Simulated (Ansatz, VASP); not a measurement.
CoO: VASP beside Ansatz

File INCAR:

```
SYSTEM = CoO
PREC = Accurate ; ENCUT = 520
EDIFF = 1E-6 ; ISMEAR = 1
SIGMA = 0.1 ; LREAL = .False.
LASPH = .True. ; NELM = 150
ALGO = Normal ; ISIF = 2
LWAVE = .False. ; LCHARG = .False.
ISPIN = 2 ; MAGMOM = 1.8 1.8 0 0
LORBIT = 11 ; LMAXMIX = 4
GGA = B5 ; ALDAX = 1.0
AGGAX = 1.0 ; AGGAC = 1.0
ALDAC = 0.0 ; NBANDS = 27
```

The input KPOINTS:

```
regular mesh
0
Gamma
  8 8 8
  0 0 0
```

Contents of POSCAR:

```
CoO
1.0
    1.6022200000      0.9250420000      5.1329420000
   -1.6022200000      0.9250420000      5.1329420000
    0.0000000000     -1.8500840000      5.1329420000
Co O
2 2
Direct
    0.9994880000      0.9994880000      0.9994880000
    0.4994910000      0.4994910000      0.4994910000
    0.3754960000      0.3754960000      0.3754960000
    0.8755250000      0.8755250000      0.8755250000
```

Input for Ansatz:

```yaml
crystal:
  lattice:
    - [1.60222, 0.925042, 5.132942]
    - [-1.60222, 0.925042, 5.132942]
    - [0.0, -1.850084, 5.132942]
  atoms:
    - { symbol: Co, position: [0.999488, 0.999488, 0.999488] }
    - { symbol: Co, position: [0.499491, 0.499491, 0.499491] }
    - { symbol: O, position: [0.375496, 0.375496, 0.375496] }
    - { symbol: O, position: [0.875525, 0.875525, 0.875525] }
basis:
  ecutwfc: 550.0
kpoints:
  mp_grid:
    grid: [8, 8, 8]
hamiltonian:
  xc: blyp
magnetization:
  spin_polarized: true
  per_species:
    Co: 1.8
scf:
  occupations:
    method: methfessel_paxton
output:
  forces: true
  stress: true
```

Alike in both runs: task single point; functional BLYP; k mesh 8 × 8 × 8; collinear spin.

```csv
,VASP,Ansatz
version,VASP 6.6.1,Ansatz 0.2.0
potentials or method,"VASP PAW PBE potentials, release 64 (Co, O), cutoff 520 eV","plane waves, PAW"
occupations,"methfessel-paxton of order 1, width 0.1 eV",methfessel-paxton of order 1
valence electrons in the cell,30,46
```

Ansatz gave:

```
pressure (GPa)                                                : 5.2
traceless stress, the component that is largest in VASP (GPa) : -1.39
rms of the force components (eV/Å)                            : 0.083
net moment per atom (μB)                                      : 0.00
size of the moment on the site where the two differ most (μB) : 2.06
```

Problem. Estimate VASP's values.

Solution. Pressure (GPa): 5.7; traceless stress, the component that is largest in VASP (GPa): 3.83; rms of the force components (eV/Å): 0.169; net moment per atom (μB): 1.33; size of the moment on the site where the two differ most (μB): 2.29.

The net moments are unlike, so the other rows may belong to different states. VASP's potentials were made for PBE, not for BLYP. Site moments also hang on the region over which each program counts them. Atom by atom the forces differ by 0.252 eV/Å (rms over components). VASP's potentials hold 30 valence electrons a cell and Ansatz's 46, so a difference there can come from the potentials and not from the codes. Ansatz's warnings: seeded moment not kept, stability check not made.
